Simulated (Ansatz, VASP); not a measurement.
**One calculation of Al2O5, two programs**

Contents of INCAR:

```
ALGO = Normal
EDIFF = 1E-7
EDIFFG = -0.08
ENCUT = 600
GGA = PE
IBRION = 2
ISIF = 3
ISMEAR = 0
LASPH = T
LCHARG = F
LREAL = F
LWAVE = F
NELM = 80
NSW = 36
PREC = Accurate
SIGMA = 0.2
```

The input KPOINTS:

```
k-points
0
Gamma
  5 5 4
```

Contents of POSCAR:

```
Al2O5
1.0
    6.1808368300     -1.5185457700      0.0000000000
    6.1808368300      1.5185457700      0.0000000000
   -0.7039849600      0.0000000000      4.8553001400
Al O
2 5
Direct
    0.1377999900      0.1377999900      0.8967000100
    0.8622000100      0.8622000100      0.1032999900
    0.0000000000      0.0000000000      0.0000000000
    0.6093999700      0.6093999700      0.6330000200
    0.3906000300      0.3906000300      0.3669999800
    0.3025999900      0.3025999900      0.8460000000
    0.6974000100      0.6974000100      0.1540000000
```

Input for Ansatz:

```yaml
crystal:
  lattice:
    - [6.18083683, -1.51854577, 0.0]
    - [6.18083683, 1.51854577, 0.0]
    - [-0.70398496, 0.0, 4.85530014]
  atoms:
    - { symbol: Al, position: [0.13779999, 0.13779999, 0.89670001] }
    - { symbol: Al, position: [0.86220001, 0.86220001, 0.10329999] }
    - { symbol: O, position: [0.0, 0.0, 0.0] }
    - { symbol: O, position: [0.60939997, 0.60939997, 0.63300002] }
    - { symbol: O, position: [0.39060003, 0.39060003, 0.36699998] }
    - { symbol: O, position: [0.30259999, 0.30259999, 0.846] }
    - { symbol: O, position: [0.69740001, 0.69740001, 0.154] }
basis:
  ecutwfc: 420
kpoints:
  mp_grid: { grid: [5, 5, 4] }
hamiltonian:
  xc: pbe
scf:
  occupations: { method: gaussian, width: 0.2 }
  lower_state_search: "off"
output:
  forces: true
  stress: true
  eigenvalues: true
relax:
  adjacent_minimum: "off"
  f_tol: 0.08
  max_steps: 16
  cell: { stress_tol: 0.8 }
```

Change from the starting cell: species swapped into the V2O5 type (C2/m, No. 12).

Alike in both runs: task relaxation of cell and atoms; functional PBE; k mesh 5 × 5 × 4; occupations gaussian, width 0.2 eV; no spin polarisation.

|  | VASP | Ansatz |
| --- | --- | --- |
| version | VASP 6.6.1 | Ansatz 0.2.0 |
| potentials or method | VASP PAW PBE potentials, release 64 (Al, O), cutoff 600 eV | scalar-relativistic, plane waves, PAW |
| valence electrons in the cell | 36 | 36 |

Ansatz gave:

* gap on the k mesh at the Fermi level, each at its own relaxed structure (eV): 1.45
* relaxed volume (Å³/atom): 9.60
* relaxed length of the cell vector where the two differ most in proportion (Å): 6.076

**Question.** Which values does VASP return?

**Answer.** gap on the k mesh at the Fermi level, each at its own relaxed structure (eV): 1.27; relaxed volume (Å³/atom): 9.61; relaxed length of the cell vector where the two differ most in proportion (Å): 6.105.

The k mesh is coarse, so the values compare programs but aren't converged. Noted on VASP's run: the volume moved by over 15 % at a fixed basis, so the end points are rough.
